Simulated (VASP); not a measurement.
# Zr2NbC3 (Cmmm) in VASP: notebook

Runs on Zr2NbC3. Level: PBE. Tasks: relaxation of cell and atoms, single point.

Everything below comes from runs of VASP 6.6.1. Logs are shortened: lines on timing, memory, paths and dates and some standing lists are left out, and cuts for length are marked.

### Step 1. The cell of the first run

Symmetry: Cmmm, No. 65, orthorhombic system. Conventional cell: a = 4.884 Å, b = 8.789 Å, c = 4.030 Å, α = 90.00°, β = 90.00°, γ = 90.00°. Within 3.3 Å of Zr (site symmetry 2/m) lie 6 C at 2.44 to 2.51 Å and 2 Zr at 2.44 Å and 4 Nb at 3.22 Å. Within 3.7 Å of Nb (site symmetry mmm) lie 10 C at 2.83 to 3.17 Å and 8 Zr at 3.22 Å. Within 3.2 Å of C (site symmetry m2m) lie 4 Zr at 2.44 Å and 5 C at 2.55 to 3.13 Å and 3 Nb at 2.83 to 2.90 Å. C (site symmetry mmm) has 4 Zr at 2.51 Å and 4 C at 2.55 Å and 4 Nb at 3.17 Å within 3.3 Å.

The cell was built from a structure type or drawn by symmetry, and may not be a known phase.

### Step 2. Relaxation of cell and atoms, PBE

INCAR

```
PREC = Accurate
ENCUT = 600
EDIFF = 1E-6
ISMEAR = 0
SIGMA = 0.1
LREAL = False
LASPH = True
NELM = 60
ALGO = Normal
ISIF = 3
LWAVE = False
LCHARG = False
GGA = PE
IBRION = 2
NSW = 90
EDIFFG = -0.04
```

KPOINTS

```
Automatic mesh
0
Gamma
  4 4 4
```

POSCAR

```
Zr2NbC3
1.0
    2.4418849100     -4.3946383900      0.0000000000
    2.4418849100      4.3946383900      0.0000000000
    0.0000000000      0.0000000000      4.0303491700
Zr Nb C
2 1 3
Direct
    0.5000000000      0.0000000000      0.5000000000
    0.0000000000      0.5000000000      0.5000000000
    0.0000000000      0.0000000000      0.0000000000
    0.6779564000      0.3220436000      0.0000000000
    0.3220436000      0.6779564000      0.0000000000
    0.5000000000      0.5000000000      0.5000000000
```

Potentials or basis: VASP PAW PBE potentials, release 64 (Zr_sv, Nb_sv, C).

On the command line:

```
$ cat potpaw_PBE.64/Zr_sv/POTCAR potpaw_PBE.64/Nb_sv/POTCAR potpaw_PBE.64/C/POTCAR > POTCAR
$ mpirun -np 1 vasp_std > vasp.out
```

OUTCAR:

```text
PREC = Accurate
   ENCUT = 600
   EDIFF = 1E-6
   ISMEAR = 0
   LREAL = False
   LASPH = True
   NELM = 60
   ISIF = 3
   GGA = PE
   IBRION = 2
   NSW = 90
   EDIFFG = -0.04

 ion  position               nearest neighbor table
   1  0.500  0.000  0.500-   4 2.44   5 2.44   4 2.44   5 2.44   2 2.44   2 2.44   6 2.51   6 2.51
                             3 3.22   3 3.22   3 3.22   3 3.22
   2  0.000  0.500  0.500-   4 2.44   5 2.44   4 2.44   5 2.44   1 2.44   1 2.44   6 2.51   6 2.51
                             3 3.22   3 3.22   3 3.22   3 3.22
   3  0.000  0.000  0.000-   1 3.22   2 3.22   1 3.22   2 3.22   2 3.22   2 3.22   1 3.22   1 3.22

   4  0.678  0.322  0.000-   1 2.44   2 2.44   1 2.44   2 2.44
   5  0.322  0.678  0.000-   1 2.44   2 2.44   1 2.44   2 2.44
   6  0.500  0.500  0.500-   1 2.51   2 2.51   1 2.51   2 2.51

  LATTYP: Found a base centered orthorhombic cell.
 ALAT       =     4.8837698200
 B/A-ratio  =     1.7996910387
 C/A-ratio  =     0.8252537115

  Lattice vectors:

 A1 = (   2.4418849100,  -4.3946383900,   0.0000000000)
 A2 = (   2.4418849100,   4.3946383900,   0.0000000000)
 A3 = (   0.0000000000,   0.0000000000,   4.0303491700)

Analysis of symmetry for initial positions (statically):
=====================================================================
 Subroutine PRICEL returns:
 Original cell was already a primitive cell.

 Routine SETGRP: Setting up the symmetry group for a
 base centered orthorhombic supercell.

 Subroutine GETGRP returns: Found  8 space group operations
 (whereof  8 operations were pure point group operations)
 out of a pool of  8 trial point group operations.

The static configuration has the point symmetry D_2h.

Analysis of symmetry for dynamics (positions and initial velocities):
=====================================================================
 Subroutine PRICEL returns:
 Original cell was already a primitive cell.

 Routine SETGRP: Setting up the symmetry group for a
 base centered orthorhombic supercell.

 Subroutine GETGRP returns: Found  8 space group operations
 (whereof  8 operations were pure point group operations)
 out of a pool of  8 trial point group operations.

The dynamic configuration has the point symmetry D_2h.

 Subroutine INISYM returns: Found  8 space group operations
 (whereof  8 operations are pure point group operations),
 and found     1 'primitive' translations

----------------------------------------------------------------------------------------

                                     Primitive cell

[... 110 lines left out ...]
   EFERMI_NEDOS =   21; number of points for ismear=-14 and -15
   IALGO  =     38    algorithm
   IMIX   =      4    mixing-type and parameters
     AMIX     =   0.40;   BMIX     =  1.00
     AMIX_MAG =   1.60;   BMIX_MAG =  1.00
  volume/ion in A,a.u.               =      14.42        97.29
  Fermi-wavevector in a.u.,A,eV,Ry     =   1.354565  2.559757 24.964601  1.834846
  Thomas-Fermi vector in A             =   2.481726
   LORBIT       =      0    0 simple, 1 ext, 2 COOP (PROOUT), +10 PAW based schemes
   GGA     = PE    functional components
   LHFCALC =     F    Hartree Fock is set to
   AEXX    =    0.0000 exact exchange contribution
   IVDW    =     0    specifies the selected vdW correction
   LEPSILON=     F    determine dielectric tensor
   LRPA    =     F    only Hartree local field effects (RPA)
 conjugate gradient relaxation of ions
 non-spin polarized calculation
 Gauss-broadening in eV      SIGMA  =   0.10
  energy-cutoff  :      600.00
  volume of cell :       86.50
 maximum number of plane-waves:      2916
   NGX = 21   NGY = 21   NGZ = 17

--------------------------------------- Ionic step        1  -------------------------------------------

 number of electron      49.0000000 magnetization

 Free energy of the ion-electron system (eV)
  ---------------------------------------------------
  ext. energy  EPLUGINS =         0.00000000
  ---------------------------------------------------
  free energy    TOTEN  =       -46.77184022 eV

  energy without entropy =      -46.73846349  energy(sigma->0) =      -46.75515186

------------------------ aborting loop because EDIFF is reached ----------------------------------------

  FORCE on cell =-STRESS in cart. coord.  units (eV):
  Direction    XX          YY          ZZ          XY          YZ          ZX
  --------------------------------------------------------------------------------------
  -------------------------------------------------------------------------------------
  Total        9.3377015    -13.9336105     -9.3197783      0.0000000      0.0000000      0.0000000
  in kB      172.9535834   -258.0793428   -172.6216086      0.0000000      0.0000000      0.0000000
  external PRESSURE =     -85.9157893 kB  Pullay stress =       0.0000000 kB
[... 101 lines left out ...]
  FREE ENERGIE OF THE ION-ELECTRON SYSTEM (eV)
  ---------------------------------------------------
  free  energy   TOTEN  =       -49.2257999462 eV

  energy  without entropy=      -49.2072510409  energy(sigma->0) =      -49.21652549

 E-fermi :  10.1246     XC(G=0): -12.2980

 val. band max:       10.1131218971   @ k =   0.2500   0.0000   0.0000
 cond. band min:      10.1282685551   @ k =   0.5000   0.5000   0.0000
 fundamental gap:      0.0151466580
 Fermi energy:        10.1246481402

 k-point     1 :       0.0000    0.0000    0.0000
  band No.  band energies     occupation
      1     -44.5949      2.00000
      2     -37.9614      2.00000
      3     -37.8394      2.00000
      4     -20.9069      2.00000
      5     -20.8129      2.00000
      6     -20.5669      2.00000
[... 661 lines left out ...]
     28      12.3610      0.00000
     29      12.4616      0.00000

[... ionic steps 4 to 20 ...]

--------------------------------------- Ionic step       21  -------------------------------------------

 number of electron      49.0000002 magnetization

------------------------ aborting loop because EDIFF is reached ----------------------------------------
[... 75 lines left out ...]
--------------------------------------- Ionic step       23  -------------------------------------------

 number of electron      49.0000001 magnetization

 Free energy of the ion-electron system (eV)
  ---------------------------------------------------
  ext. energy  EPLUGINS =         0.00000000
  ---------------------------------------------------
  free energy    TOTEN  =       -51.62940320 eV

  energy without entropy =      -51.61469460  energy(sigma->0) =      -51.62204890

 E-fermi :   9.1239     XC(G=0): -11.9358

 val. band max:        9.1143683372   @ k =   0.5000   0.2500   0.0000
 cond. band min:       9.1317195261   @ k =  -0.2500   0.2500   0.0000
 fundamental gap:      0.0173511888
 Fermi energy:         9.1238616670

 k-point     1 :       0.0000    0.0000    0.0000
  band No.  band energies     occupation
      1     -45.2915      2.00000
      2     -39.0833      2.00000
      3     -39.0402      2.00000
      4     -21.6501      2.00000
      5     -21.5432      2.00000
      6     -21.2787      2.00000
[... 694 lines left out ...]
  FREE ENERGIE OF THE ION-ELECTRON SYSTEM (eV)
  ---------------------------------------------------
  free  energy   TOTEN  =       -51.6294032024 eV

  energy  without entropy=      -51.6146945992  energy(sigma->0) =      -51.62204890

 reached required accuracy - stopping structural energy minimisation
```

OSZICAR:

```text
N       E                     dE             d eps       ncg     rms          rms(c)
DAV:   1     0.517342624269E+03    0.51734E+03   -0.27925E+04  1218   0.186E+03
DAV:   2     0.148851853502E+00   -0.51719E+03   -0.50394E+03  1398   0.561E+02
DAV:   3    -0.506827403490E+02   -0.50832E+02   -0.48889E+02  2116   0.133E+02
[... 257 lines left out ...]
DAV:   4    -0.516293971552E+02    0.63906E-04   -0.38842E-04  2242   0.135E-01    0.387E-02
DAV:   5    -0.516293952985E+02    0.18567E-05   -0.66801E-05  1878   0.452E-02    0.255E-02
DAV:   6    -0.516294007734E+02   -0.54749E-05   -0.63396E-06  1413   0.172E-02    0.772E-03
DAV:   7    -0.516294028566E+02   -0.20832E-05   -0.35028E-06  1437   0.116E-02    0.256E-03
DAV:   8    -0.516294032024E+02   -0.34581E-06   -0.45871E-07   784   0.605E-03
  23 F= -.51629403E+02 E0= -.51622049E+02  d E =-.304335E-03
```

Run time: 25 min. Hardware: 1 thread of Intel Xeon 8259CL, shared host; peak memory 0.28 GiB.

What came out:

```yaml
Free_energy: -51.6294 eV
Relaxed_volume: 13.59 Å³/atom
Relaxed_cell: a = 4.926 Å, b = 4.926 Å, c = 3.375 Å, α = 90.00°, β = 90.00°, γ = 95.22°
Space_group_after_relaxing_to_0.1_Å: Cmmm (No. 65)
Energy_gained_by_relaxing: 809.6 meV/atom
Ionic_steps: 23
Pressure_after_relaxing: 0.0 GPa
Largest_force_after_relaxing: 0.030 eV/Å
Band_gap_on_the_k_mesh: zero (an odd number of electrons rules out a gap without spin polarisation)
```

Forces in eV/Å, atoms in the order of the input:
```
Zr   0.000  0.000  0.000
Zr   0.000  0.000  0.000
Nb   0.000  0.000  0.000
C    0.000  0.030  0.000
C    0.000 -0.030  0.000
C    0.000  0.000  0.000
```

Step by step:
```csv
step,energy change (eV),largest force (eV/Å),pressure (GPa),volume (Å³)
1,0.0000,0.4228,-8.59,86.50
2,-2.1601,0.5034,7.48,76.39
3,-2.4540,0.7901,20.39,72.00
4,-3.8959,1.4929,6.05,76.51
5,-4.3876,1.7033,-2.47,80.17
6,-4.4038,1.5520,-3.98,80.98
7,-4.4044,1.6010,-3.61,80.77
8,-4.6642,0.6082,-0.84,80.10
9,-4.7006,0.1705,1.30,79.60
10,-4.7025,0.0142,0.87,79.71
11,-4.7917,0.3313,-1.08,80.19
12,-4.7934,0.3610,-1.28,80.25
13,-4.7936,0.3734,-1.35,80.28
14,-4.8078,0.1712,1.49,79.39
15,-4.8080,0.1505,1.78,79.30
16,-4.8227,0.1279,1.66,79.66
17,-4.8515,0.0120,1.06,80.69
18,-4.8202,0.1986,0.46,82.63
19,-4.8555,0.0522,0.89,81.14
20,-4.8555,0.0640,0.81,81.27
21,-4.8559,0.0495,-1.11,82.02
22,-4.8573,0.0047,-0.21,81.66
23,-4.8576,0.0304,0.03,81.56
```

Final structure:
```yaml
crystal:
  lattice:
    - [3.32112, -3.63847, 0.00000]
    - [3.32112, 3.63847, 0.00000]
    - [0.00000, 0.00000, 3.37492]
  atoms:
    - { symbol: Zr, position: [0.50000, 0.00000, 0.50000] }
    - { symbol: Zr, position: [0.00000, 0.50000, 0.50000] }
    - { symbol: Nb, position: [0.00000, 0.00000, 0.00000] }
    - { symbol: C, position: [0.71585, 0.28415, 0.00000] }
    - { symbol: C, position: [0.28415, 0.71585, 0.00000] }
    - { symbol: C, position: [0.50000, 0.50000, 0.50000] }
```

Caveat: the k points lie up to 0.47 Å⁻¹ apart in the final cell, too coarse for converged energies and pressures of a metal; a cell axis changed by over 15 % at a fixed basis, so the end point is rough.

[end of part 1 of 2]
